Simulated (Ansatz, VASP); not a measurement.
## Two plane-wave programs on Al

```
Al
1.0
     4.60503    0.00000    0.00000
    -2.30251    3.98807    0.00000
     0.00000    0.00000    2.85028
Al
3
Direct
  0.00000 0.00000 0.00000
  0.33333 0.66667 0.50000
  0.66667 0.33333 0.50000
```

Alike in both runs: task single point; functional revPBE; k mesh 9 × 9 × 12; occupations fermi-dirac, width 0.1 eV; no spin polarisation.

```csv
,VASP,Ansatz
version,VASP 6.6.1,Ansatz 0.2.0
potentials or method,"VASP PAW PBE potentials, release 64 (Al), cutoff 520 eV","plane waves (420 eV) with PAW, scalar-relativistic"
valence electrons in the cell,9,9
```

```csv
,VASP,Ansatz,Ansatz less VASP
pressure (GPa),0.0,0.1,+0.14
"traceless stress, the component that is largest in VASP (GPa)",-1.25,-1.26,-0.013
```

VASP's potentials were made for PBE, not for revPBE.
